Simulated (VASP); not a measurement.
ZrB, 2 atoms in the cell. It takes space group Fm-3m (No. 225, cubic). The conventional cell has a = 4.831 Å, b = 4.831 Å, c = 4.831 Å, α = 90.00°, β = 90.00°, γ = 90.00°. Zr (site symmetry m-3m) has 6 B at 2.42 Å within 3.2 Å. Within 3.2 Å of B (site symmetry m-3m) lie 6 Zr at 2.42 Å. 

* Program: VASP 6.6.1
* Task: single point
* Functional: LDA
* Potentials or basis: VASP PAW LDA potentials, release 64 (Zr_sv, B)
* Cutoff: 500 eV
* k mesh: 12 × 12 × 12
* Occupations: methfessel-paxton, width 0.1 eV
* Spin: no spin polarisation
* Dipole correction: no
* Further INCAR settings: ALGO = Normal; EDIFF = 1e-06; NBANDS = 14

Potentials or basis: VASP PAW LDA potentials, release 64 (Zr_sv, B).

Command:

```bash
$ cat potpaw_LDA.64/Zr_sv/POTCAR potpaw_LDA.64/B/POTCAR > POTCAR
$ mpirun -np 1 vasp_std > vasp.out
```

Hardware: 1 thread of Intel(R) Xeon(R) 6975P-C (Granite Rapids) (shared host).

**Question.** How long does it take, and how much memory?

**Answer.** Run time: 11 s on 1 thread of Intel(R) Xeon(R) 6975P-C (Granite Rapids) (shared host), peak memory 0.16 GiB. Counts: scf iterations 12, k points 72.
